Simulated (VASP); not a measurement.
# Si (P6/mmm) in VASP: notebook

The runs below take Si through single point, with r2SCAN.

Program: VASP 6.6.1. These are calculated values, not measurements. Logs are shortened: lines on timing, memory, paths and dates and some standing lists are left out, and cuts for length are marked.

## 1. The cell of the first run

The structure is hexagonal, space group P6/mmm (No. 191). Conventional cell: a = 2.621 Å, b = 2.621 Å, c = 2.096 Å, α = 90.00°, β = 90.00°, γ = 120.00°. Within 2.8 Å of Si (site symmetry 6/mmm) lie 8 Si at 2.10 to 2.62 Å.

This isn't the form of Si at room conditions, which is diamond.

## 2. Single point, r2SCAN (strain -0.1500 x Voigt [0, 0, 1, 0, 0, 0])

File POSCAR:

```
Si
1.0
    2.6205428149      0.0000000000      0.0000000000
   -1.3102714075      2.2694566494      0.0000000000
    0.0000000000      0.0000000000      2.0964012315
Si
1
Direct
    0.0000000000      0.0000000000      0.0000000000
```

File INCAR.step1:

```
SYSTEM = Si
  PREC = Accurate
  ENCUT = 520
  ISMEAR = 0
  SIGMA = 0.15
  LREAL = .FALSE.
  LASPH = .TRUE.
  NELM = 60
  NBANDS = 8
  GGA = PE
  ALGO = Normal
  EDIFF = 1E-4
  LWAVE = .TRUE.
  LCHARG = .FALSE.
```

File INCAR.step2:

```
SYSTEM = Si
  PREC = Accurate
  ENCUT = 520
  EDIFF = 1E-6
  ISMEAR = 0
  SIGMA = 0.15
  LREAL = .FALSE.
  LASPH = .TRUE.
  NELM = 60
  ALGO = Normal
  ISIF = 2
  LWAVE = .FALSE.
  LCHARG = .TRUE.
  METAGGA = R2SCAN
  LMIXTAU = .TRUE.
  LELF = .TRUE.
  LVHAR = .TRUE.
  NBANDS = 8
  ISTART = 1
```

File KPOINTS:

```
Automatic mesh
0
G
  24 24 20
  0 0 0
```

Potentials or basis: VASP PAW PBE potentials, release 64 (Si).

Started as:

```bash
$ cat potpaw_PBE.64/Si/POTCAR > POTCAR
$ cp INCAR.step1 INCAR
$ mpirun -np 1 vasp_std > vasp.out
$ cp INCAR.step2 INCAR
$ mpirun -np 1 vasp_std > vasp.out
```

OUTCAR:

```text
SYSTEM = Si
   PREC = Accurate
   ENCUT = 520
   EDIFF = 1E-6
   ISMEAR = 0
   LREAL = .FALSE.
   LASPH = .TRUE.
   NELM = 60
   ISIF = 2
   METAGGA = R2SCAN
   ISTART = 1

 ion  position               nearest neighbor table
   1  0.000  0.000  0.000-

  LATTYP: Found a hexagonal cell.
 ALAT       =     2.6205428149
 C/A-ratio  =     0.7999873994

  Lattice vectors:

 A1 = (   2.6205428149,   0.0000000000,   0.0000000000)
 A2 = (  -1.3102714075,   2.2694566494,   0.0000000000)
 A3 = (   0.0000000000,   0.0000000000,   2.0964012315)

Analysis of symmetry for initial positions (statically):
=====================================================================
 Subroutine PRICEL returns:
 Original cell was already a primitive cell.

 Routine SETGRP: Setting up the symmetry group for a
 hexagonal supercell.

 Subroutine GETGRP returns: Found 24 space group operations
 (whereof 24 operations were pure point group operations)
 out of a pool of 24 trial point group operations.

The static configuration has the point symmetry D_6h.

Analysis of symmetry for dynamics (positions and initial velocities):
=====================================================================
 Subroutine PRICEL returns:
 Original cell was already a primitive cell.

 Routine SETGRP: Setting up the symmetry group for a
 hexagonal supercell.

 Subroutine GETGRP returns: Found 24 space group operations
 (whereof 24 operations were pure point group operations)
 out of a pool of 24 trial point group operations.

The dynamic configuration has the point symmetry D_6h.

 Subroutine INISYM returns: Found 24 space group operations
 (whereof 24 operations are pure point group operations),
 and found     1 'primitive' translations

----------------------------------------------------------------------------------------

                                     Primitive cell

  volume of cell :      12.4677

  direct lattice vectors                    reciprocal lattice vectors
     2.620542815  0.000000000  0.000000000     0.381600329  0.220317053  0.000000000
    -1.310271407  2.269456649  0.000000000     0.000000000  0.440634105  0.000000000
     0.000000000  0.000000000  2.096401231     0.000000000  0.000000000  0.477007924

  length of vectors
     2.620542815  2.620542815  2.096401231     0.440634105  0.440634105  0.477007924

  position of ions in fractional coordinates (direct lattice)
     0.000000000  0.000000000  0.000000000

  ion indices of the primitive-cell ions
   primitive index   ion index
                 1           1

----------------------------------------------------------------------------------------

 KPOINTS: Automatic mesh

Automatic generation of k-mesh.
 Grid dimensions read from file:
 generate k-points for:   24   24   20

 Generating k-lattice:

  Cartesian coordinates                     Fractional coordinates (reciprocal lattice)
     0.015900014  0.009179877  0.000000000     0.041666667  0.000000000  0.000000000
     0.000000000  0.018359754  0.000000000     0.000000000  0.041666667  0.000000000
     0.000000000  0.000000000  0.023850396     0.000000000  0.000000000  0.050000000

  Length of vectors
     0.018359754  0.018359754  0.023850396

  Shift w.r.t. Gamma in fractional coordinates (k-lattice)
     0.000000000  0.000000000  0.000000000

 Subroutine IBZKPT returns following result:
 ===========================================

 Found    671 irreducible k-points:

 Following reciprocal coordinates:
            Coordinates               Weight
  0.000000  0.000000  0.000000      1.000000
  0.041667 -0.000000  0.000000      6.000000
  0.083333  0.000000  0.000000      6.000000
  0.125000  0.000000  0.000000      6.000000
  0.166667  0.000000  0.000000      6.000000
  0.208333  0.000000  0.000000      6.000000
[... 16 lines left out ...]
  0.416667  0.041667  0.000000     12.000000
  0.458333  0.041667  0.000000     12.000000
 [... further k-points ...]
   k-points           NKPTS =    671   k-points in BZ     NKDIM =    671   number of bands    NBANDS=      8
   number of dos      NEDOS =    301   number of ions     NIONS =      1
   total plane-waves  NPLWV =   6400
   dimension x,y,z NGX =    20 NGY =   20 NGZ =   16
   dimension x,y,z NGXF=    40 NGYF=   40 NGZF=   32
   ions per type =               1
   NGX,Y,Z   is equivalent  to a cutoff of  12.69, 12.69, 12.69 a.u.
   NGXF,Y,Z  is equivalent  to a cutoff of  25.38, 25.38, 25.38 a.u.
 SYSTEM =  Si
   PREC   = accura    normal or accurate (medium, high low for compatibility)
   ISTART =      1    job   : 0-new  1-cont  2-samecut
   ICHARG =      0    charge: 1-file 2-atom 10-const
   ISPIN  =      1    spin polarized calculation?
   LNONCOLLINEAR =      F non collinear calculations
   LSORBIT =      F    spin-orbit coupling
   LASPH  =      T    aspherical Exc in radial PAW
   ENCUT  =  520.0 eV  38.22 Ry    6.18 a.u.   4.87  4.87  3.90*2*pi/ulx,y,z
   NELM   =     60;   NELMIN=  2; NELMDL=  0     # of ELM steps
   EDIFF  = 0.1E-05   stopping-criterion for ELM
   LREAL  =      F    real-space projection
   EDIFFG = 0.1E-04   stopping-criterion for IOM
   NSW    =      0    number of steps for IOM
   IBRION =     -1    ionic relax: 0-MD 1-quasi-New 2-CG
   NFREE  =      0    steps in history (QN), initial steepest desc. (CG)
   ISIF   =      2    stress and relaxation
   ISYM   =      2    0-nonsym 1-usesym 2-fastsym
   POTIM  = 0.5000    time-step for ionic-motion
   TEBEG  =    0.0;   TEEND  =   0.0 temperature during run
   PSTRESS=    0.0 pullay stress
   NELECT =       4.0000    total number of electrons
   NUPDOWN=      -1.0000    fix difference up-down
   EMIN   =  10.00;   EMAX   =-10.00  energy-range for DOS
   EFERMI =   0.00;   METHOD = LEGACY
   ISMEAR =     0;   SIGMA  =   0.15  broadening in eV -4-tet -1-fermi 0-gaus
   EFERMI_NEDOS =   21; number of points for ismear=-14 and -15
   IALGO  =     38    algorithm
   IMIX   =      4    mixing-type and parameters
     AMIX     =   0.40;   BMIX     =  1.00
     AMIX_MAG =   1.60;   BMIX_MAG =  1.00
  volume/ion in A,a.u.               =      12.47        84.14
  Fermi-wavevector in a.u.,A,eV,Ry     =   1.120725  2.117863 17.089245  1.256024
  Thomas-Fermi vector in A             =   2.257373
   LORBIT       =      0    0 simple, 1 ext, 2 COOP (PROOUT), +10 PAW based schemes
   METAGGA = R2SCAN    functional components
   LHFCALC =     F    Hartree Fock is set to
   AEXX    =    0.0000 exact exchange contribution
   IVDW    =     0    specifies the selected vdW correction
   LEPSILON=     F    determine dielectric tensor
   LRPA    =     F    only Hartree local field effects (RPA)
 non-spin polarized calculation
 Gauss-broadening in eV      SIGMA  =   0.15
  energy-cutoff  :      520.00
  volume of cell :       12.47
 maximum number of plane-waves:       355
 NGX is ok and might be reduce to    20
   NGX =  9   NGY =  9   NGZ =  7

 number of electron       4.0000000 magnetization

 Free energy of the ion-electron system (eV)
  ---------------------------------------------------
  ext. energy  EPLUGINS =         0.00000000
  ---------------------------------------------------
  free energy    TOTEN  =        -7.73711575 eV

  energy without entropy =       -7.73392050  energy(sigma->0) =       -7.73551813

 E-fermi :  11.8417     XC(G=0): -12.4230

 val. band max:       11.8254591696   @ k =   0.1667   0.0000   0.3000
 cond. band min:      11.8424870353   @ k =   0.2917   0.2500   0.3500
 fundamental gap:      0.0170278657
 Fermi energy:        11.8416956119

 k-point     1 :       0.0000    0.0000    0.0000
  band No.  band energies     occupation
      1      -4.6177      2.00000
      2      20.6648      0.00000
      3      21.2854      0.00000
      4      21.2855      0.00000
      5      23.5836      0.00000
      6      23.5836      0.00000
      7      28.5693      0.00000
      8      29.4173      0.00000

 k-point     2 :       0.0417   -0.0000    0.0000
  band No.  band energies     occupation
      1      -4.5664      2.00000
      2      19.6416      0.00000
      3      20.8965      0.00000
      4      21.7582      0.00000
      5      23.6705      0.00000
      6      24.0629      0.00000
      7      28.6100      0.00000
      8      29.9946      0.00000

 k-point     3 :       0.0833    0.0000    0.0000
  band No.  band energies     occupation
      1      -4.4125      2.00000
      2      18.1229      0.00000
      3      20.1529      0.00000
      4      21.5447      0.00000
      5      24.2913      0.00000
      6      25.0771      0.00000
      7      28.7319      0.00000
      8      31.4436      0.00000

 k-point     4 :       0.1250    0.0000    0.0000
  band No.  band energies     occupation
      1      -4.1563      2.00000
      2      16.4608      0.00000
      3      19.3789      0.00000
      4      20.9096      0.00000
      5      25.2236      0.00000
      6      26.3007      0.00000
      7      28.9351      0.00000
      8      33.3550      0.00000

 k-point     5 :       0.1667    0.0000    0.0000
  band No.  band energies     occupation
      1      -3.7984      2.00000
      2      14.7450      0.00000
      3      18.6549      0.00000
      4      20.2245      0.00000
      5      26.2196      0.00000
      6      27.6511      0.00000
      7      29.2192      0.00000
      8      35.4707      0.00000
[... 177 lines left out ...]
 k-point    22 :       0.3750    0.0417    0.0000
  band No.  band energies     occupation
      1      -0.0278      2.00000
      2       6.0235      2.00000
      3      15.1001      0.00000
      4      18.7419      0.00000
      5      31.5480      0.00000
      6      32.2212      0.00000
      7      36.2494      0.00000
      8      36.9788      0.00000

 k-point    23 :       0.4167    0.0417    0.0000
  band No.  band energies     occupation
      1       0.9375      2.00000
      2       4.6964      2.00000
      3      14.9166      0.00000
      4      18.5657      0.00000
      5      32.3363      0.00000
      6      32.9878      0.00000
      7      35.9573      0.00000
      8      37.6223      0.00000

 k-point    24 :       0.4583    0.0417    0.0000
  band No.  band energies     occupation
      1       1.8839      2.00000
      2       3.5686      2.00000
      3      14.8248      0.00000
      4      18.4773      0.00000
      5      32.8078      0.00000
      6      33.7333      0.00000
      7      35.0825      0.00000
      8      38.4750      0.00000

 [... further k-points ...]

------------------------ aborting loop because EDIFF is reached ----------------------------------------

  FORCE on cell =-STRESS in cart. coord.  units (eV):
  Direction    XX          YY          ZZ          XY          YZ          ZX
  --------------------------------------------------------------------------------------
  -------------------------------------------------------------------------------------
  Total        0.8225674      0.8225674      8.8327062     -0.0000000      0.0000000      0.0000000
  in kB      105.7047519    105.7047519   1135.0547495     -0.0000000      0.0000000      0.0000000
  external PRESSURE =     448.8214178 kB  Pullay stress =       0.0000000 kB

 VOLUME and BASIS-vectors are now :
 -----------------------------------------------------------------------------
  energy-cutoff  :      520.00
  volume of cell :       12.47
      direct lattice vectors                 reciprocal lattice vectors
     2.620542815  0.000000000  0.000000000     0.381600329  0.220317053  0.000000000
    -1.310271407  2.269456649  0.000000000     0.000000000  0.440634105  0.000000000
     0.000000000  0.000000000  2.096401231     0.000000000  0.000000000  0.477007924

 POSITION                                       TOTAL-FORCE (eV/Angst)
 -----------------------------------------------------------------------------------
      0.00000      0.00000      0.00000         0.000000      0.000000      0.000000
 -----------------------------------------------------------------------------------
    total drift:                               -0.000000     -0.000000     -0.000000

  FREE ENERGIE OF THE ION-ELECTRON SYSTEM (eV)
  ---------------------------------------------------
  free  energy   TOTEN  =        -7.7371157500 eV

  energy  without entropy=       -7.7339205047  energy(sigma->0) =       -7.73551813
```

Run time: 2.8 min. Hardware: 1 thread of Intel Xeon Platinum 8259CL at 2.50GHz (Skylake/Cascade Lake), shared host; peak memory 0.16 GiB.

Results:

- Free energy: -7.7371 eV
- Pressure: 44.9 GPa
- Band gap on the k mesh: zero (bands 2 and 3 overlap by 15.03 eV)

Caveat: the cell differs from its parent crystal (strain -0.1500 x Voigt [0, 0, 1, 0, 0, 0]); the cell stands under pressure; the PAW data sets were made with another functional, which shifts forces and pressure a little.

[end of part 1 of 2]
